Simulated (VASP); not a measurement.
KI, 2 atoms in the cell. The typed cell holds 2 atoms: a = 5.609 Å, b = 5.609 Å, c = 5.609 Å, α = 60.00°, β = 60.00°, γ = 60.00°. 

| Item | Value |
| --- | --- |
| Program | VASP 6.6.1 |
| Task | single point |
| Functional | r2SCAN |
| Potentials or basis | VASP PAW PBE potentials, release 64 (K_sv, I) |
| Cutoff | 520 eV |
| k mesh | 4 × 4 × 4 |
| Occupations | fermi-dirac, width 0.19 eV |
| Spin | no spin polarisation |
| Dipole correction | no |
| Further INCAR settings | ALGO = Normal; EDIFF = 1e-06; NBANDS = 15 |

Potentials or basis: VASP PAW PBE potentials, release 64 (K_sv, I).

The run is started by

```sh
$ cat potpaw_PBE.64/K_sv/POTCAR potpaw_PBE.64/I/POTCAR > POTCAR
$ cp INCAR.step1 INCAR
$ mpirun -np 1 vasp_std > vasp.out
$ cp INCAR.step2 INCAR
$ mpirun -np 1 vasp_std > vasp.out
```

Hardware: 1 thread of Intel Xeon 8259CL (shared host).

Q: How long does it take, and how much memory?

A: Run time: 8.2 min on 1 thread of Intel Xeon 8259CL, on a shared host, peak memory 0.31 GiB. Counts: k points 36.
